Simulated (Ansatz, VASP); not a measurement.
# Ni: VASP beside Ansatz

File INCAR:

```
ALGO = Fast
EDIFF = 1E-7
ENCUT = 520
GGA = PS
ISIF = 2
ISMEAR = 0
ISPIN = 2
LASPH = T
LCHARG = F
LMAXMIX = 4
LORBIT = 11
LREAL = F
LWAVE = F
MAGMOM = 0.5
NBANDS = 15
NELM = 150
PREC = Accurate
SIGMA = 0.15
```

File KPOINTS:

```
k-points
0
Gamma
  24 24 24
```

File POSCAR:

```
Ni
1.0
   -1.3837154700      1.3837154700      1.3698783153
    1.3837154700     -1.3837154700      1.3698783153
    1.3837154700      1.3837154700     -1.3698783153
Ni
1
Direct
    0.0000000000      0.0000000000      0.0000000000
```

Input for Ansatz:

```yaml
crystal:
  lattice:
    - [-1.38371547, 1.38371547, 1.3698783153]
    - [1.38371547, -1.38371547, 1.3698783153]
    - [1.38371547, 1.38371547, -1.3698783153]
  atoms:
    - { symbol: Ni, position: [0.0, 0.0, 0.0], spin: 0.5 }
basis:
  ecutwfc: 420
kpoints:
  mp_grid: { grid: [24, 24, 24] }
hamiltonian:
  xc: pbesol
scf:
  occupations: { method: gaussian, width: 0.15 }
output:
  forces: true
  stress: true
  eigenvalues: true
  populations: true
magnetization:
  spin_polarized: true
```

Change from the starting cell: strain -0.0100 x Voigt [0, 0, 1, 0, 0, 0], atoms carried along.

Alike in both runs: task single point; functional PBEsol; k mesh 24 × 24 × 24; occupations gaussian, width 0.15 eV; collinear spin.

```csv
,VASP,Ansatz
version,VASP 6.6.1,Ansatz 0.2.0
potentials or method,"VASP PAW PBE potentials, release 64 (Ni), cutoff 520 eV","scalar-relativistic, plane waves, PAW"
valence electrons in the cell,10,18
```

```csv
,VASP,Ansatz,Ansatz less VASP
gap on the k mesh at the Fermi level (eV),none,none,-
pressure (GPa),-0.7,-0.6,+0.08
"traceless stress, the component that is largest in VASP (GPa)",-0.51,-0.55,-0.038
net moment per atom (μB),0.51,0.52,+0.008
size of the moment on the site where the two differ most (μB),0.52,0.55,+0.030
```

VASP's potentials were made for PBE, not for PBEsol. Site moments also hang on the region over which each program counts them. A gap of «none» marks a metal or a gap that the smearing closes. The functional is the same, so the differences come from potentials, cutoffs and numerics. VASP's potentials hold 10 valence electrons a cell and Ansatz's 18, so a difference there can come from the potentials and not from the codes.
